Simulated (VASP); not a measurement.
# AlN (P6_3/mmc) in VASP: a series of runs

Runs on AlN. Level: PBE. Tasks: single point.

All numbers are computed with VASP 6.6.1; they aren't measurements. Logs are shortened: lines on timing, memory, paths and dates and some standing lists are left out, and cuts for length are marked.

**1. The cell of the first run**

The structure is hexagonal, space group P6_3/mmc (No. 194). Conventional cell: a = 3.148 Å, b = 3.148 Å, c = 3.685 Å, α = 90.00°, β = 90.00°, γ = 120.00°. Al (site symmetry -6m2) has 5 N at 1.82 to 1.84 Å within 2.4 Å. N (site symmetry -6m2) has 5 Al at 1.82 to 1.84 Å within 2.4 Å.

**2. Single point, PBE**

INCAR

```
SYSTEM = AlN
ALGO = Normal ; EDIFF = 1E-7
ENCUT = 520 ; GGA = PE
ISIF = 2 ; ISMEAR = 0
LASPH = .TRUE. ; LCHARG = .FALSE.
LREAL = .FALSE. ; LWAVE = .FALSE.
NBANDS = 16 ; NELM = 100
PREC = Accurate ; SIGMA = 0.05
```

KPOINTS

```
k-points
0
G
  9 9 6
  0 0 0
```

POSCAR

```
AlN
1.0
    3.1478000000      0.0000000000      0.0000000000
   -1.5739000000      2.7260747660      0.0000000000
    0.0000000000      0.0000000000      3.6851000000
Al N
2 2
Direct
    0.3333333333      0.6666666667      0.7500000000
    0.6666666667      0.3333333333      0.2500000000
    0.3333333333      0.6666666667      0.2500000000
    0.6666666667      0.3333333333      0.7500000000
```

Potentials or basis: VASP PAW PBE potentials, release 64 (Al, N).

Started as:

```
$ cat potpaw_PBE.64/Al/POTCAR potpaw_PBE.64/N/POTCAR > POTCAR
$ mpirun -np 1 vasp_std > vasp.out
```

OUTCAR:

```text
SYSTEM = AlN
   EDIFF = 1E-7
   ENCUT = 520
   GGA = PE
   ISIF = 2
   ISMEAR = 0
   LASPH = .TRUE.
   LREAL = .FALSE.
   NELM = 100
   PREC = Accurate

 ion  position               nearest neighbor table
   1  0.333  0.667  0.750-   4 1.82   4 1.82   4 1.82   3 1.84   3 1.84   2 2.59   2 2.59   2 2.59
                             2 2.59   2 2.59   2 2.59
   2  0.667  0.333  0.250-   3 1.82   3 1.82   3 1.82   4 1.84   4 1.84   1 2.59   1 2.59   1 2.59
                             1 2.59   1 2.59   1 2.59
   3  0.333  0.667  0.250-   2 1.82   2 1.82   2 1.82   1 1.84   1 1.84
   4  0.667  0.333  0.750-   1 1.82   1 1.82   1 1.82   2 1.84   2 1.84

  LATTYP: Found a hexagonal cell.
 ALAT       =     3.1478000000
 C/A-ratio  =     1.1706906411

  Lattice vectors:

 A1 = (   3.1478000000,   0.0000000000,   0.0000000000)
 A2 = (  -1.5739000000,   2.7260747660,   0.0000000000)
 A3 = (   0.0000000000,   0.0000000000,   3.6851000000)

Analysis of symmetry for initial positions (statically):
=====================================================================
 Subroutine PRICEL returns:
 Original cell was already a primitive cell.

 Routine SETGRP: Setting up the symmetry group for a
 hexagonal supercell.

 Subroutine GETGRP returns: Found 24 space group operations
 (whereof 12 operations were pure point group operations)
 out of a pool of 24 trial point group operations.

The static configuration has the point symmetry D_3d.
 The point group associated with its full space group is D_6h.

Analysis of symmetry for dynamics (positions and initial velocities):
=====================================================================
 Subroutine PRICEL returns:
 Original cell was already a primitive cell.

 Routine SETGRP: Setting up the symmetry group for a
 hexagonal supercell.

 Subroutine GETGRP returns: Found 24 space group operations
 (whereof 12 operations were pure point group operations)
 out of a pool of 24 trial point group operations.

The dynamic configuration has the point symmetry D_3d.
 The point group associated with its full space group is D_6h.

 Subroutine INISYM returns: Found 24 space group operations
 (whereof 12 operations are pure point group operations),
 and found     1 'primitive' translations

----------------------------------------------------------------------------------------

                                     Primitive cell

  volume of cell :      31.6224

  direct lattice vectors                    reciprocal lattice vectors
     3.147800000  0.000000000  0.000000000     0.317682191  0.183413898  0.000000000
    -1.573900000  2.726074766  0.000000000     0.000000000  0.366827797  0.000000000
     0.000000000  0.000000000  3.685100000     0.000000000  0.000000000  0.271363057

  length of vectors
     3.147800000  3.147800000  3.685100000     0.366827797  0.366827797  0.271363057

  position of ions in fractional coordinates (direct lattice)
     0.333333333  0.666666667  0.750000000
     0.666666667  0.333333333  0.250000000
     0.333333333  0.666666667  0.250000000
     0.666666667  0.333333333  0.750000000

  ion indices of the primitive-cell ions
   primitive index   ion index
                 1           1
                 2           2
                 3           3
                 4           4

----------------------------------------------------------------------------------------

 KPOINTS: k-points

Automatic generation of k-mesh.
 Grid dimensions read from file:
 generate k-points for:    9    9    6

 Generating k-lattice:

  Cartesian coordinates                     Fractional coordinates (reciprocal lattice)
     0.035298021  0.020379322  0.000000000     0.111111111  0.000000000  0.000000000
     0.000000000  0.040758644  0.000000000     0.000000000  0.111111111  0.000000000
     0.000000000  0.000000000  0.045227176     0.000000000  0.000000000  0.166666667

  Length of vectors
     0.040758644  0.040758644  0.045227176

  Shift w.r.t. Gamma in fractional coordinates (k-lattice)
     0.000000000  0.000000000  0.000000000

 Subroutine IBZKPT returns following result:
 ===========================================

 Found     48 irreducible k-points:

 Following reciprocal coordinates:
            Coordinates               Weight
  0.000000  0.000000  0.000000      1.000000
  0.111111  0.000000  0.000000      6.000000
  0.222222  0.000000  0.000000      6.000000
  0.333333  0.000000  0.000000      6.000000
  0.444444  0.000000  0.000000      6.000000
  0.111111  0.111111  0.000000      6.000000
[... 16 lines left out ...]
  0.333333  0.222222  0.166667     24.000000
  0.333333  0.333333  0.166667      4.000000
 [... further k-points ...]
   k-points           NKPTS =     48   k-points in BZ     NKDIM =     48   number of bands    NBANDS=     16
   number of dos      NEDOS =    301   number of ions     NIONS =      4
   total plane-waves  NPLWV =  16128
   dimension x,y,z NGX =    24 NGY =   24 NGZ =   28
   dimension x,y,z NGXF=    48 NGYF=   48 NGZF=   56
   ions per type =               2   2
   NGX,Y,Z   is equivalent  to a cutoff of  12.68, 12.68, 12.63 a.u.
   NGXF,Y,Z  is equivalent  to a cutoff of  25.35, 25.35, 25.26 a.u.
 SYSTEM =  AlN
   PREC   = accura    normal or accurate (medium, high low for compatibility)
   ISTART =      0    job   : 0-new  1-cont  2-samecut
   ICHARG =      2    charge: 1-file 2-atom 10-const
   ISPIN  =      1    spin polarized calculation?
   LNONCOLLINEAR =      F non collinear calculations
   LSORBIT =      F    spin-orbit coupling
   LASPH  =      T    aspherical Exc in radial PAW
   ENCUT  =  520.0 eV  38.22 Ry    6.18 a.u.   5.85  5.85  6.85*2*pi/ulx,y,z
   NELM   =    100;   NELMIN=  2; NELMDL= -5     # of ELM steps
   EDIFF  = 0.1E-06   stopping-criterion for ELM
   LREAL  =      F    real-space projection
   EDIFFG = 0.1E-05   stopping-criterion for IOM
   NSW    =      0    number of steps for IOM
   IBRION =     -1    ionic relax: 0-MD 1-quasi-New 2-CG
   NFREE  =      0    steps in history (QN), initial steepest desc. (CG)
   ISIF   =      2    stress and relaxation
   ISYM   =      2    0-nonsym 1-usesym 2-fastsym
   POTIM  = 0.5000    time-step for ionic-motion
   TEBEG  =    0.0;   TEEND  =   0.0 temperature during run
   PSTRESS=    0.0 pullay stress
   NELECT =      16.0000    total number of electrons
   NUPDOWN=      -1.0000    fix difference up-down
   EMIN   =  10.00;   EMAX   =-10.00  energy-range for DOS
   EFERMI =   0.00;   METHOD = LEGACY
   ISMEAR =     0;   SIGMA  =   0.05  broadening in eV -4-tet -1-fermi 0-gaus
   EFERMI_NEDOS =   21; number of points for ismear=-14 and -15
   IALGO  =     38    algorithm
   IMIX   =      4    mixing-type and parameters
     AMIX     =   0.40;   BMIX     =  1.00
     AMIX_MAG =   1.60;   BMIX_MAG =  1.00
  volume/ion in A,a.u.               =       7.91        53.35
  Fermi-wavevector in a.u.,A,eV,Ry     =   1.304518  2.465182 23.153951  1.701767
  Thomas-Fermi vector in A             =   2.435448
   LORBIT       =      0    0 simple, 1 ext, 2 COOP (PROOUT), +10 PAW based schemes
   GGA     = PE    functional components
   LHFCALC =     F    Hartree Fock is set to
   AEXX    =    0.0000 exact exchange contribution
   IVDW    =     0    specifies the selected vdW correction
   LEPSILON=     F    determine dielectric tensor
   LRPA    =     F    only Hartree local field effects (RPA)
 non-spin polarized calculation
 Gauss-broadening in eV      SIGMA  =   0.05
  energy-cutoff  :      520.00
  volume of cell :       31.62
 maximum number of plane-waves:       860
 NGX is ok and might be reduce to    24
   NGX = 11   NGY = 11   NGZ = 13

 number of electron      15.9999997 magnetization

 Free energy of the ion-electron system (eV)
  ---------------------------------------------------
  ext. energy  EPLUGINS =         0.00000000
  ---------------------------------------------------
  free energy    TOTEN  =       -27.63819247 eV

  energy without entropy =      -27.63819247  energy(sigma->0) =      -27.63819247

 E-fermi :  10.7544     XC(G=0): -12.1992

 val. band max:       10.4543858179   @ k =   0.0000   0.0000   0.0000
 cond. band min:      15.1425394612   @ k =   0.4444   0.0000   0.0000
 fundamental gap:      4.6881536433
 Fermi energy:        10.7543873643

 k-point     1 :       0.0000    0.0000    0.0000
  band No.  band energies     occupation
      1      -8.0228      2.00000
      2      -2.7311      2.00000
      3       2.6708      2.00000
      4       6.4529      2.00000
      5       6.4529      2.00000
      6       8.7619      2.00000
[... 8 lines left out ...]
     15      24.1773      0.00000
     16      24.1773      0.00000

 k-point     2 :       0.1111    0.0000    0.0000
  band No.  band energies     occupation
      1      -7.8548      2.00000
      2      -2.7738      2.00000
      3       2.8330      2.00000
      4       5.9925      2.00000
      5       6.2091      2.00000
      6       8.3424      2.00000
[... 8 lines left out ...]
     15      23.8073      0.00000
     16      24.5776      0.00000

 k-point     3 :       0.2222    0.0000    0.0000
  band No.  band energies     occupation
      1      -7.3695      2.00000
      2      -2.9586      2.00000
      3       3.3064      2.00000
      4       4.9626      2.00000
      5       5.7260      2.00000
      6       7.5894      2.00000
[... 8 lines left out ...]
     15      23.1276      0.00000
     16      25.3039      0.00000

 k-point     4 :       0.3333    0.0000    0.0000
  band No.  band energies     occupation
      1      -6.6355      2.00000
      2      -3.3979      2.00000
      3       4.0166      2.00000
      4       4.0364      2.00000
      5       5.2993      2.00000
      6       6.9755      2.00000
[... 8 lines left out ...]
     15      23.1111      0.00000
     16      26.5061      0.00000
[... 324 lines left out ...]
 k-point    22 :       0.2222    0.2222    0.1667
  band No.  band energies     occupation
      1      -6.0339      2.00000
      2      -3.7363      2.00000
      3       3.3622      2.00000
      4       3.5543      2.00000
      5       5.8962      2.00000
      6       6.5790      2.00000
[... 8 lines left out ...]
     15      24.4977      0.00000
     16      26.6654      0.00000

 k-point    23 :       0.3333    0.2222    0.1667
  band No.  band energies     occupation
      1      -5.3190      2.00000
      2      -4.1981      2.00000
      3       2.8521      2.00000
      4       3.9187      2.00000
      5       5.0195      2.00000
      6       7.1267      2.00000
[... 8 lines left out ...]
     15      24.5826      0.00000
     16      26.4302      0.00000

 k-point    24 :       0.3333    0.3333    0.1667
  band No.  band energies     occupation
      1      -4.7044      2.00000
      2      -4.7044      2.00000
      3       2.6612      2.00000
      4       4.3840      2.00000
      5       4.3840      2.00000
      6       7.6172      2.00000
[... 8 lines left out ...]
     15      23.6486      0.00000
     16      26.7191      0.00000

 [... further k-points ...]
[... 5 lines left out ...]
  --------------------------------------------------------------------------------------
  -------------------------------------------------------------------------------------
  Total       12.4309151     12.4309151     19.4745715      0.0000000     -0.0000000      0.0000000
  in kB      629.8244457    629.8244457    986.6981656      0.0000000     -0.0000000      0.0000000
  external PRESSURE =     748.7823523 kB  Pullay stress =       0.0000000 kB

 VOLUME and BASIS-vectors are now :
 -----------------------------------------------------------------------------
  energy-cutoff  :      520.00
  volume of cell :       31.62
      direct lattice vectors                 reciprocal lattice vectors
     3.147800000  0.000000000  0.000000000     0.317682191  0.183413898  0.000000000
    -1.573900000  2.726074766  0.000000000     0.000000000  0.366827797  0.000000000
     0.000000000  0.000000000  3.685100000     0.000000000  0.000000000  0.271363057

 POSITION                                       TOTAL-FORCE (eV/Angst)
 -----------------------------------------------------------------------------------
     -0.00000      1.81738      2.76382        -0.000000      0.000000      0.000000
      1.57390      0.90869      0.92127        -0.000000     -0.000000      0.000000
     -0.00000      1.81738      0.92127         0.000000      0.000000     -0.000000
      1.57390      0.90869      2.76382         0.000000     -0.000000      0.000000
 -----------------------------------------------------------------------------------
    total drift:                               -0.000000      0.000000     -0.000000

  FREE ENERGIE OF THE ION-ELECTRON SYSTEM (eV)
  ---------------------------------------------------
  free  energy   TOTEN  =       -27.6381924674 eV

  energy  without entropy=      -27.6381924674  energy(sigma->0) =      -27.63819247
```

Run time: 8.9 s. Hardware: 1 thread of Intel Xeon 6975P-C (Granite Rapids), shared host; peak memory 0.14 GiB.

What came out:

| Quantity | Value |
| --- | --- |
| Free energy | -27.6382 eV |
| Pressure | 74.9 GPa |
| Band gap on the k mesh | 4.69 eV, indirect (least direct gap 4.90 eV) |

A k mesh can miss the band edges.

**3. Single point, PBE**

This run uses another cell than the first one, of 8.18 Å³/atom, 1.034 times its volume.

INCAR

```
SYSTEM = AlN
ALGO = Normal
EDIFF = 1E-7
ENCUT = 520
GGA = PE
ISIF = 2
ISMEAR = 0
LASPH = .True.
LCHARG = .True.
LELF = .True.
LREAL = .False.
LVHAR = .True.
LWAVE = .False.
NBANDS = 16
NELM = 100
PREC = Accurate
SIGMA = 0.05
```

KPOINTS

```
k-points
0
Gamma
  9 9 6
  0 0 0
```

POSCAR: that of step 2 with these lines changed.

```diff
@@ -4,3 +4,3 @@
    -1.5739000000      2.7260747660      0.0000000000
-    0.0000000000      0.0000000000      3.6851000000
+    0.0000000000      0.0000000000      3.8107000000
 Al N
```

Potentials or basis: VASP PAW PBE potentials, release 64 (Al, N).

Started as:

```
$ cat potpaw_PBE.64/Al/POTCAR potpaw_PBE.64/N/POTCAR > POTCAR
$ mpirun -np 1 vasp_std > vasp.out
```

It took 9 s on 1 thread of Intel Xeon 6975P-C (Granite Rapids), shared host; peak memory 0.15 GiB.

Results (log left out):

```yaml
Free_energy: -28.1902 eV
Pressure: 58.9 GPa
Band_gap_on_the_k_mesh: 4.53 eV, indirect (least direct gap 4.72 eV)
```

Stress tensor (GPa, compression positive):
```
54.94  0.00  0.00
 0.00 54.94  0.00
 0.00  0.00 66.85
```

Levels at points of the mesh, in eV from the valence-band top:
```csv
k point,band 5,band 6,band 7,band 8,band 9,band 10,band 11,band 12
"(0.00, 0.00, 0.00)",-3.88,-1.79,-1.79,0.00,4.72,6.10,9.29,9.29
"(0.00, 0.00, 0.50)",-2.89,-2.89,-2.89,-2.89,6.93,6.93,9.22,9.22
```

A k mesh can miss the band edges. Expect the measured gap to be larger: semilocal functionals such as PBE lack the derivative discontinuity.
